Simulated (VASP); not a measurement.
# Na4AgS3 in VASP: notebook, part 3 of 3

VASP 6.6.1. Earlier steps stand in the parts before.

**4. Single point, PBE**

This run uses another cell than the first one, of 31.07 Å³/atom.

INCAR

```
ALGO = Normal ; EDIFF = 1E-7
ENCUT = 520 ; GGA = PE
ISIF = 2 ; ISMEAR = 0
LASPH = T ; LCHARG = F
LREAL = F ; LWAVE = F
NBANDS = 38 ; NELM = 80
PREC = Accurate ; SIGMA = 0.2
```

KPOINTS

```
k-points
0
Gamma
  4 4 2
```

POSCAR

```
Na4AgS3
1.0
   -0.0013775101      3.5311076013      3.5308247478
    0.0073853132      3.5339063916     -3.5336424781
   -9.9603230912     -0.0083701972      0.0124931238
Na Ag S
4 1 3
Direct
    0.8655808305      0.6336760164      0.8378405449
    0.3654306119      0.1354458571      0.1619726430
    0.3655022953      0.1336718787      0.8379400664
    0.8652851158      0.6354513792      0.1622344606
    0.8653549898      0.1344044234      0.4999987774
    0.8653048218      0.1360623938      0.2689056379
    0.8655991956      0.1330419671      0.7310943274
    0.3655429892      0.6346452343      0.0000135423
```

Potentials or basis: VASP PAW PBE potentials, release 64 (Na_pv, Ag, S).

Run with:

```bash
$ cat potpaw_PBE.64/Na_pv/POTCAR potpaw_PBE.64/Ag/POTCAR potpaw_PBE.64/S/POTCAR > POTCAR
$ mpirun -np 1 vasp_std > vasp.out
```

OUTCAR:

```text
EDIFF = 1E-7
   ENCUT = 520
   GGA = PE
   ISIF = 2
   ISMEAR = 0
   LASPH = T
   LREAL = F
   NELM = 80
   PREC = Accurate

 ion  position               nearest neighbor table
   1  0.866  0.634  0.838-   7 2.72   7 2.72
   2  0.365  0.135  0.162-   6 2.71   6 2.71
   3  0.366  0.134  0.838-   7 2.71   7 2.71
   4  0.865  0.635  0.162-   6 2.72   6 2.72
   5  0.865  0.134  0.500-   6 2.30   7 2.30
   6  0.865  0.136  0.269-   5 2.30   2 2.71   2 2.71   4 2.72   4 2.72
   7  0.866  0.133  0.731-   5 2.30   3 2.71   3 2.71   1 2.72   1 2.72
   8  0.366  0.635  0.000-

  LATTYP: Found a triclinic cell.
 ALAT       =    11.1305376620
 B/A-ratio  =     0.4489915352
 C/A-ratio  =     0.4486342527
 COS(alpha) =     0.0000769871
 COS(beta)  =     0.0005432929
 COS(gamma) =     0.4463437026

  Lattice vectors:

 A1 = (   9.9529377780,  -3.5255361944,   3.5211493543)
 A2 = (  -0.0073853132,  -3.5339063916,   3.5336424781)
[... 186 lines left out ...]
 val. band max:       -0.6581069522   @ k =  -0.2500   0.2500   0.0000
 cond. band min:      -0.6468787081   @ k =   0.2500  -0.0000   0.5000
 fundamental gap:      0.0112282441
 Fermi energy:        -0.6556814803

 k-point     1 :       0.0000    0.0000    0.0000
  band No.  band energies     occupation
      1     -23.0802      2.00000
      2     -23.0695      2.00000
      3     -23.0422      2.00000
      4     -23.0421      2.00000
      5     -23.0396      2.00000
      6     -23.0367      2.00000
[... 809 lines left out ...]
     37       6.4057      0.00000
     38       6.7598      0.00000

------------------------ aborting loop because EDIFF is reached ----------------------------------------

  FORCE on cell =-STRESS in cart. coord.  units (eV):
  Direction    XX          YY          ZZ          XY          YZ          ZX
  --------------------------------------------------------------------------------------
  -------------------------------------------------------------------------------------
  Total       -0.1199064      0.0187479      0.0207597     -0.0013021      0.0128345      0.0042798
  in kB       -0.7728907      0.1208449      0.1338123     -0.0083929      0.0827282      0.0275864
  external PRESSURE =      -0.1727445 kB  Pullay stress =       0.0000000 kB

 VOLUME and BASIS-vectors are now :
 -----------------------------------------------------------------------------
  energy-cutoff  :      520.00
  volume of cell :      248.56
      direct lattice vectors                 reciprocal lattice vectors
    -0.001377510  3.531107601  3.530824748     0.000058626  0.141598965  0.141609662
     0.007385313  3.533906392 -3.533642478    -0.000296378  0.141486355 -0.141497805
    -9.960323091 -0.008370197  0.012493124    -0.100398577  0.000085325 -0.000124501

 POSITION                                       TOTAL-FORCE (eV/Angst)
 -----------------------------------------------------------------------------------
     -8.34167      5.28880      0.82750         0.002616      0.000092      0.000379
     -1.61280      1.76767      0.81368        -0.003202      0.000015      0.000004
     -8.34567      1.75600      0.82864         0.002519     -0.000010      0.000347
     -1.61241      5.29968      0.81174        -0.002427      0.000330      0.001092
     -4.98035      3.52645      2.58673        -0.000038      0.000778     -0.000575
     -2.67857      3.53407      2.57780        -0.020536     -0.000439     -0.000323
     -7.28215      3.52056      2.59529         0.020681      0.000444     -0.000387
      0.00405      3.53355     -0.95194         0.000386     -0.001209     -0.000536
 -----------------------------------------------------------------------------------
    total drift:                               -0.000070      0.000049      0.003457

  FREE ENERGIE OF THE ION-ELECTRON SYSTEM (eV)
  ---------------------------------------------------
  free  energy   TOTEN  =       -25.9118592121 eV

  energy  without entropy=      -25.7693181193  energy(sigma->0) =      -25.84058867
```

OSZICAR:

```text
N       E                     dE             d eps       ncg     rms          rms(c)
DAV:   1     0.504411203817E+03    0.50441E+03   -0.26729E+04  1568   0.142E+03
DAV:   2     0.240933231831E+02   -0.48032E+03   -0.46478E+03  1628   0.369E+02
DAV:   3    -0.271355898231E+02   -0.51229E+02   -0.50442E+02  1876   0.131E+02
[... 10 lines left out ...]
DAV:  14    -0.259117268322E+02   -0.17007E-03   -0.58164E-05  1658   0.274E-02    0.428E-02
DAV:  15    -0.259118528109E+02   -0.12598E-03   -0.14676E-04  1616   0.484E-02    0.181E-02
DAV:  16    -0.259118583737E+02   -0.55628E-05   -0.17260E-05  1720   0.230E-02    0.145E-02
DAV:  17    -0.259118593145E+02   -0.94086E-06   -0.33260E-06  1560   0.873E-03    0.625E-03
DAV:  18    -0.259118592074E+02    0.10717E-06   -0.78500E-07  1584   0.440E-03    0.360E-03
DAV:  19    -0.259118592121E+02   -0.47439E-08   -0.22520E-07  1438   0.254E-03
   1 F= -.25911859E+02 E0= -.25840589E+02  d E =-.142541E+00
```

Wall time 4.5 min (1 thread of Intel Xeon Platinum 8259CL at 2.50GHz (Skylake/Cascade Lake), shared host); peak memory 0.44 GiB.

What came out:

| Property | Result |
| --- | --- |
| Free energy | -25.9119 eV |
| Pressure | 0.0 GPa |
| Largest force | 0.021 eV/Å |
| Band gap on the k mesh | zero (an odd number of electrons rules out a gap without spin polarisation) |

Forces on the atoms (eV/Å):
```
Na   0.003  0.000  0.000
Na  -0.003  0.000  0.000
Na   0.003  0.000  0.000
Na  -0.002  0.000  0.001
Ag   0.000  0.001 -0.001
S   -0.021  0.000  0.000
S    0.021  0.000  0.000
S    0.000 -0.001 -0.001
```

Stress tensor (GPa, compression positive):
```
-0.08  0.00  0.00
 0.00  0.01  0.01
 0.00  0.01  0.01
```

**5. Single point, PBE (30.13 Å³/atom)**

This run uses another cell than the first one, of 30.13 Å³/atom.

INCAR

```
PREC = Accurate
ENCUT = 520
EDIFF = 1E-6
ISMEAR = 0
SIGMA = 0.1
LREAL = F
LASPH = T
NELM = 80
ALGO = Normal
ISIF = 2
LWAVE = F
LCHARG = F
GGA = PE
NBANDS = 38
```

KPOINTS

```
Automatic mesh
0
Gamma
  4 6 6
```

POSCAR

```
Na4AgS3
1.0
    9.9018804326      0.0000000000      0.0000000000
    0.0000000000      3.4889489869      3.4890451314
    0.0000000000     -3.4889489869      3.4890451314
Na Ag S
4 1 3
Direct
    0.1610431230      0.8654373924      0.3654577425
    0.8389568770      0.3654577425      0.8654373924
    0.1610431230      0.3654577425      0.8654373924
    0.8389568770      0.8654373924      0.3654577425
    0.5000000000      0.8654578474      0.8654578474
    0.7314545088      0.8654571857      0.8654571857
    0.2685454912      0.8654571857      0.8654571857
    0.0000000000      0.3654383615      0.3654383615
```

Run with:

```bash
$ cat potpaw_PBE.64/Na_pv/POTCAR potpaw_PBE.64/Ag/POTCAR potpaw_PBE.64/S/POTCAR > POTCAR
$ mpirun -np 1 vasp_std > vasp.out
```

Wall time 7.2 min (1 thread of Intel Xeon Platinum 8259CL at 2.50GHz (Skylake/Cascade Lake), shared host); peak memory 0.53 GiB.

Results (log left out):

```
Free energy            : -25.8153 eV
Pressure               : 0.6 GPa
Largest force          : 0.029 eV/Å
Band gap on the k mesh : zero (an odd number of electrons rules out a gap without spin polarisation)
```

Forces on the atoms (eV/Å):
```
Na  -0.001  0.000  0.000
Na   0.001  0.000  0.000
Na  -0.001  0.000  0.000
Na   0.001  0.000  0.000
Ag   0.000  0.000  0.000
S   -0.029  0.000  0.000
S    0.029  0.000  0.000
S    0.000  0.000  0.000
```

Levels at points of the mesh, in eV from the Fermi level:
| k point | band 25 | band 26 | band 27 | band 28 | band 29 | band 30 | band 31 | band 32 | band 33 | band 34 |
| --- | --- | --- | --- | --- | --- | --- | --- | --- | --- | --- |
| (0.00, 0.00, 0.00) | -0.50 | -0.26 | -0.26 | -0.07 | -0.07 | 2.80 | 4.90 | 5.04 | 5.79 | 5.83 |
| (0.50, 0.00, 0.00) | -0.69 | -0.61 | -0.61 | 0.12 | 0.12 | 3.56 | 4.12 | 4.89 | 5.84 | 6.19 |
| (0.00, 0.50, 0.00) | -0.74 | -0.53 | -0.39 | -0.03 | 0.07 | 4.25 | 4.56 | 5.18 | 5.73 | 6.66 |
| (0.50, 0.50, 0.00) | -0.56 | -0.52 | -0.39 | -0.28 | -0.05 | 4.44 | 4.76 | 5.14 | 6.00 | 6.30 |
| (0.00, 0.50, 0.50) | -0.56 | -0.56 | -0.55 | -0.46 | -0.46 | 4.27 | 4.79 | 5.13 | 5.13 | 6.12 |
| (0.50, 0.50, 0.50) | -1.17 | -0.56 | -0.46 | -0.07 | -0.07 | 5.09 | 5.09 | 5.09 | 5.11 | 5.51 |

**6. Overview**

```csv
cell,k mesh,smearing,gap on the mesh (eV),pressure (GPa),largest force (eV/Å)
"a = 10.209, b = 4.875, c = 4.875 Å, angles 89.8, 90.0, 90.0°, 8 atoms, atomic positions A",2 × 3 × 3,gaussian 0.15 eV,none,0.3,0.06
"a = 4.992, b = 4.992, c = 9.971 Å, 8 atoms, atomic positions B",4 × 4 × 2,gaussian 0.2 eV,none,0.0,0.02
"a = 4.994, b = 4.998, c = 9.960 Å, angles 90.2, 90.0, 90.0°, 8 atoms, atomic positions C",4 × 4 × 2,gaussian 0.2 eV,none,0.0,0.02
"a = 9.902, b = 4.934, c = 4.934 Å, 8 atoms, atomic positions D",4 × 6 × 6,gaussian 0.1 eV,none,0.6,0.03
```

Alike in all rows: task single point; level PBE; potentials or basis VASP PAW PBE potentials, release 64 (Na_pv, Ag, S); no spin polarisation; cutoff (eV) 520.

Caveats: some runs use coarse meshes.

Total energies depend on the potentials used, so only differences within one code and one set of settings carry meaning.
